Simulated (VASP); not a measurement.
Here is a VASP 6.6.1 calculation.

File INCAR:

```
SYSTEM = VO2
PREC = Accurate
ENCUT = 600
EDIFF = 1E-6
ISMEAR = -1
SIGMA = 0.05
LREAL = .False.
LASPH = .True.
NELM = 200
ALGO = Normal
ISIF = 2
LWAVE = .False.
LCHARG = .True.
ISPIN = 2
MAGMOM = 2 2 0 0 0 0
LORBIT = 11
LMAXMIX = 4
GGA = PS
IVDW = 13
LELF = .True.
LVHAR = .True.
NBANDS = 38
GGA_COMPAT = .False.
```

KPOINTS

```
regular mesh
0
Gamma
  6 6 9
  0 0 0
```

Contents of POSCAR:

```
VO2
1.0
    4.5208599499      0.0000000000      0.0000000000
    0.0000000000      4.5208599499      0.0000000000
    0.0000000000      0.0000000000      2.7942218935
V O
2 4
Direct
    0.5000000000      0.5000000000      0.5000000000
    0.0000000000      0.0000000000      0.0000000000
    0.2012477500      0.7987522500      0.5000000000
    0.7987522500      0.2012477500      0.5000000000
    0.7012477500      0.7012477500      0.0000000000
    0.2987522500      0.2987522500      0.0000000000
```

Potentials or basis: VASP PAW PBE potentials, release 64 (V_sv, O).

Command:

```console
$ cat potpaw_PBE.64/V_sv/POTCAR potpaw_PBE.64/O/POTCAR > POTCAR
$ mpirun -np 1 vasp_std > vasp.out
```

Question: Predict the site moments.

Answer: V +1.00; O -0.04 μB.

Question: Predict the largest force.

Answer: 0.025 eV/Å.

Question: Predict the dispersion energy per atom.

Answer: -0.130 eV.

Stress tensor (GPa, compression positive):
```
0.49 0.00 0.00
0.00 0.49 0.00
0.00 0.00 0.81
```

Caveat: the PAW data sets were made with another functional, which shifts forces and pressure a little.
